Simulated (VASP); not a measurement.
# BP (F-43m) in VASP: single point with r2SCAN

Aim: the single point of BP with r2SCAN.

Program: VASP 6.6.1. These are calculated values, not measurements. Logs are shortened: lines on timing, memory, paths and dates and some standing lists are left out, and cuts for length are marked.

### 1 The cell of the first run

Symmetry: F-43m, No. 216, cubic system. The conventional cell has a = 4.538 Å, b = 4.538 Å, c = 4.538 Å, α = 90.00°, β = 90.00°, γ = 90.00°. B (site symmetry -43m) has 4 P at 1.97 Å within 2.6 Å. Within 2.6 Å of P (site symmetry -43m) lie 4 B at 1.97 Å.

### 2 Single point, r2SCAN

File POSCAR:

```
BP
1.0
    0.0000000000      2.2690000000      2.2690000000
    2.2690000000      0.0000000000      2.2690000000
    2.2690000000      2.2690000000      0.0000000000
B P
1 1
Direct
    0.0000000000      0.0000000000      0.0000000000
    0.2500000000      0.2500000000      0.2500000000
```

File INCAR.step1:

```
SYSTEM = BP
PREC     = Accurate       ! precision mode
ENCUT    = 550            ! plane-wave cutoff, eV
ISMEAR   = 0              ! smearing method
SIGMA    = 0.01           ! smearing width, eV
LREAL    = .FALSE.        ! projectors in reciprocal space
LASPH    = .TRUE.         ! aspherical terms in the spheres
NELM     = 120            ! most SCF steps
NBANDS   = 11             ! bands
GGA      = PE             ! functional
ALGO     = Normal         ! electronic algorithm
EDIFF    = 1E-5           ! SCF threshold, eV
LWAVE    = .TRUE.         ! write WAVECAR
LCHARG   = .FALSE.        ! write CHGCAR
GGA_COMPAT= .FALSE.
```

File INCAR.step2:

```
SYSTEM = BP
PREC     = Accurate       ! precision mode
ENCUT    = 550            ! plane-wave cutoff, eV
EDIFF    = 1E-6           ! SCF threshold, eV
ISMEAR   = 0              ! smearing method
SIGMA    = 0.01           ! smearing width, eV
LREAL    = .FALSE.        ! projectors in reciprocal space
LASPH    = .TRUE.         ! aspherical terms in the spheres
NELM     = 120            ! most SCF steps
ALGO     = Normal         ! electronic algorithm
ISIF     = 2              ! what is computed and relaxed
LWAVE    = .FALSE.        ! write WAVECAR
LCHARG   = .FALSE.        ! write CHGCAR
METAGGA  = R2SCAN         ! meta-GGA
LMIXTAU  = .TRUE.       
NBANDS   = 11             ! bands
ISTART   = 1            
GGA_COMPAT= .FALSE.
```

File KPOINTS:

```
Automatic mesh
0
G
  6 6 6
  0 0 0
```

Potentials or basis: VASP PAW PBE potentials, release 64 (B, P).

The run is started by

```sh
$ cat potpaw_PBE.64/B/POTCAR potpaw_PBE.64/P/POTCAR > POTCAR
$ cp INCAR.step1 INCAR
$ mpirun -np 1 vasp_std > vasp.out
$ cp INCAR.step2 INCAR
$ mpirun -np 1 vasp_std > vasp.out
```

OUTCAR:

```text
SYSTEM = BP
   PREC = Accurate
   ENCUT = 550
   EDIFF = 1E-6
   ISMEAR = 0
   LREAL = .FALSE.
   LASPH = .TRUE.
   NELM = 120
   ISIF = 2
   METAGGA = R2SCAN
   ISTART = 1

 ion  position               nearest neighbor table
   1  0.000  0.000  0.000-   2 1.97   2 1.97   2 1.97   2 1.97
   2  0.250  0.250  0.250-   1 1.97   1 1.97   1 1.97   1 1.97

  LATTYP: Found a face centered cubic cell.
 ALAT       =     4.5380000000

  Lattice vectors:

 A1 = (   0.0000000000,   2.2690000000,   2.2690000000)
 A2 = (   2.2690000000,   0.0000000000,   2.2690000000)
 A3 = (   2.2690000000,   2.2690000000,   0.0000000000)

Analysis of symmetry for initial positions (statically):
=====================================================================
 Subroutine PRICEL returns:
 Original cell was already a primitive cell.

 Routine SETGRP: Setting up the symmetry group for a
 face centered cubic supercell.

 Subroutine GETGRP returns: Found 24 space group operations
 (whereof 24 operations were pure point group operations)
 out of a pool of 48 trial point group operations.

The static configuration has the point symmetry T_d .

Analysis of symmetry for dynamics (positions and initial velocities):
=====================================================================
 Subroutine PRICEL returns:
 Original cell was already a primitive cell.

 Routine SETGRP: Setting up the symmetry group for a
 face centered cubic supercell.

 Subroutine GETGRP returns: Found 24 space group operations
 (whereof 24 operations were pure point group operations)
 out of a pool of 48 trial point group operations.

The dynamic configuration has the point symmetry T_d .

 Subroutine INISYM returns: Found 24 space group operations
 (whereof 24 operations are pure point group operations),
 and found     1 'primitive' translations

----------------------------------------------------------------------------------------

                                     Primitive cell

  volume of cell :      23.3633

  direct lattice vectors                    reciprocal lattice vectors
     0.000000000  2.269000000  2.269000000    -0.220361393  0.220361393  0.220361393
     2.269000000  0.000000000  2.269000000     0.220361393 -0.220361393  0.220361393
     2.269000000  2.269000000  0.000000000     0.220361393  0.220361393 -0.220361393

  length of vectors
     3.208850573  3.208850573  3.208850573     0.381677128  0.381677128  0.381677128

[... 79 lines left out ...]
   POTIM  = 0.5000    time-step for ionic-motion
   TEBEG  =    0.0;   TEEND  =   0.0 temperature during run
   PSTRESS=    0.0 pullay stress
   NELECT =       8.0000    total number of electrons
   NUPDOWN=      -1.0000    fix difference up-down
   EMIN   =  10.00;   EMAX   =-10.00  energy-range for DOS
   EFERMI =   0.00;   METHOD = LEGACY
   ISMEAR =     0;   SIGMA  =   0.01  broadening in eV -4-tet -1-fermi 0-gaus
   EFERMI_NEDOS =   21; number of points for ismear=-14 and -15
   IALGO  =     38    algorithm
   IMIX   =      4    mixing-type and parameters
     AMIX     =   0.40;   BMIX     =  1.00
     AMIX_MAG =   1.60;   BMIX_MAG =  1.00
  volume/ion in A,a.u.               =      11.68        78.83
  Fermi-wavevector in a.u.,A,eV,Ry     =   1.145320  2.164342 17.847562  1.311759
  Thomas-Fermi vector in A             =   2.282009
   LORBIT       =      0    0 simple, 1 ext, 2 COOP (PROOUT), +10 PAW based schemes
   METAGGA = R2SCAN    functional components
   LHFCALC =     F    Hartree Fock is set to
   AEXX    =    0.0000 exact exchange contribution
   IVDW    =     0    specifies the selected vdW correction
   LEPSILON=     F    determine dielectric tensor
   LRPA    =     F    only Hartree local field effects (RPA)
 non-spin polarized calculation
 Gauss-broadening in eV      SIGMA  =   0.01
  energy-cutoff  :      550.00
  volume of cell :       23.36
 maximum number of plane-waves:       701
 NGX is ok and might be reduce to    28
   NGX = 13   NGY = 13   NGZ = 13

 number of electron       8.0000000 magnetization

 Free energy of the ion-electron system (eV)
  ---------------------------------------------------
  ext. energy  EPLUGINS =         0.00000000
  ---------------------------------------------------
  free energy    TOTEN  =       -17.29547749 eV

  energy without entropy =      -17.29547749  energy(sigma->0) =      -17.29547749

 E-fermi :   7.5259     XC(G=0): -11.4981

 val. band max:        7.3939213483   @ k =   0.0000   0.0000   0.0000
 cond. band min:       8.9313355766   @ k =   0.5000   0.5000   0.0000
 fundamental gap:      1.5374142283
 Fermi energy:         7.5259493607

 k-point     1 :       0.0000    0.0000    0.0000
  band No.  band energies     occupation
      1      -8.8660      2.00000
      2       7.3939      2.00000
      3       7.3939      2.00000
      4       7.3939      2.00000
      5      11.0331      0.00000
      6      11.0331      0.00000
      7      11.0331      0.00000
      8      15.4054      0.00000
      9      19.7935      0.00000
     10      20.0374      0.00000
     11      20.0374      0.00000
[... 197 lines left out ...]
 k-point    16 :      -0.3333    0.5000    0.1667
  band No.  band energies     occupation
      1      -3.4994      2.00000
      2      -1.3772      2.00000
      3       1.8453      2.00000
      4       1.9691      2.00000
      5      11.5595      0.00000
      6      12.1988      0.00000
      7      17.1612      0.00000
      8      17.8466      0.00000
      9      21.2562      0.00000
     10      24.6007      0.00000
     11      24.8576      0.00000

------------------------ aborting loop because EDIFF is reached ----------------------------------------

  FORCE on cell =-STRESS in cart. coord.  units (eV):
  Direction    XX          YY          ZZ          XY          YZ          ZX
  --------------------------------------------------------------------------------------
  -------------------------------------------------------------------------------------
  Total       -0.0806278     -0.0806278     -0.0806278      0.0000000      0.0000000      0.0000000
  in kB       -5.5291926     -5.5291926     -5.5291926      0.0000000      0.0000000      0.0000000
  external PRESSURE =      -5.5291926 kB  Pullay stress =       0.0000000 kB

 VOLUME and BASIS-vectors are now :
 -----------------------------------------------------------------------------
  energy-cutoff  :      550.00
  volume of cell :       23.36
      direct lattice vectors                 reciprocal lattice vectors
     0.000000000  2.269000000  2.269000000    -0.220361393  0.220361393  0.220361393
     2.269000000  0.000000000  2.269000000     0.220361393 -0.220361393  0.220361393
     2.269000000  2.269000000  0.000000000     0.220361393  0.220361393 -0.220361393

 POSITION                                       TOTAL-FORCE (eV/Angst)
 -----------------------------------------------------------------------------------
      0.00000      0.00000      0.00000        -0.000000     -0.000000     -0.000000
      1.13450      1.13450      1.13450         0.000000      0.000000      0.000000
 -----------------------------------------------------------------------------------
    total drift:                               -0.000000     -0.000000     -0.000000

  FREE ENERGIE OF THE ION-ELECTRON SYSTEM (eV)
  ---------------------------------------------------
  free  energy   TOTEN  =       -17.2954774889 eV

  energy  without entropy=      -17.2954774889  energy(sigma->0) =      -17.29547749
```

OUTCAR.step1:

```text
SYSTEM = BP
   PREC = Accurate
   ENCUT = 550
   ISMEAR = 0
   LREAL = .FALSE.
   LASPH = .TRUE.
[... 435 lines left out ...]
      0.00000      0.00000      0.00000        -0.000000     -0.000000     -0.000000
      1.13450      1.13450      1.13450         0.000000      0.000000      0.000000
 -----------------------------------------------------------------------------------
    total drift:                               -0.000000     -0.000000     -0.000000

  FREE ENERGIE OF THE ION-ELECTRON SYSTEM (eV)
  ---------------------------------------------------
  free  energy   TOTEN  =       -12.9139850163 eV

  energy  without entropy=      -12.9139850163  energy(sigma->0) =      -12.91398502
```

Run time: 18 s. Hardware: 1 thread of Intel Xeon Platinum 8488C (Sapphire Rapids), shared host; peak memory 0.15 GiB.

What came out:

| Property | Result |
| --- | --- |
| Free energy | -17.2955 eV |
| Pressure | -0.6 GPa |
| Band gap on the k mesh | 1.54 eV, indirect (least direct gap 3.64 eV) |

Caveat: the PAW data sets were made with another functional, which shifts forces and pressure a little. A k mesh can miss the band edges.
